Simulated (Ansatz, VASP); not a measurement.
**Two plane-wave programs on SnO2**

```xyz
12
Lattice="3.2373 1.8691 4.2908 -3.2373 1.8691 4.2908 0.0000 -3.7382 4.2908" Properties=species:S:1:pos:R:3 pbc="T T T"
Sn   -0.0117   -0.0067   11.1319
Sn   -0.0117   -1.8758    6.8412
Sn   -1.6303    0.9278    6.8412
Sn    1.6070    0.9278    6.8412
O    -1.4857   -0.8578    5.8506
O     1.7514   -0.8578    5.8507
O     0.1328    1.9457    5.8507
O    -0.0464   -0.0268    7.8317
O     0.1328    0.0767    1.5600
O    -0.0464   -1.8958    3.5406
O    -1.6650    0.9078    3.5406
O     1.5724    0.9078    3.5409
```

Change from the starting cell: mode 20 frozen in at +0.050 Å and mode 26 at +0.103 Å (largest displacements).

Alike in both runs: task single point; functional PBE; dispersion D3(BJ); k mesh 6 × 6 × 6; occupations gaussian, width 0.05 eV; no spin polarisation.

|  | VASP | Ansatz |
| --- | --- | --- |
| version | VASP 6.6.1 | Ansatz 0.2.0 |
| potentials or method | VASP PAW PBE potentials, release 64 (Sn_d, O), cutoff 520 eV | scalar-relativistic, plane waves, PAW |
| valence electrons in the cell | 104 | 104 |

VASP gave:

- gap on the k mesh at the Fermi level (eV): 1.51
- least direct gap on the mesh (eV): 1.51
- pressure (GPa): 2.3
- traceless stress, the component that is largest in VASP (GPa): 7.38
- rms of the force components (eV/Å): 0.618

Question: Estimate Ansatz's values.

Answer: gap on the k mesh at the Fermi level (eV): 1.53; least direct gap on the mesh (eV): 1.53; pressure (GPa): 1.6; traceless stress, the component that is largest in VASP (GPa): 7.27; rms of the force components (eV/Å): 0.601.

Atom by atom the forces differ by 0.030 eV/Å (rms over components).
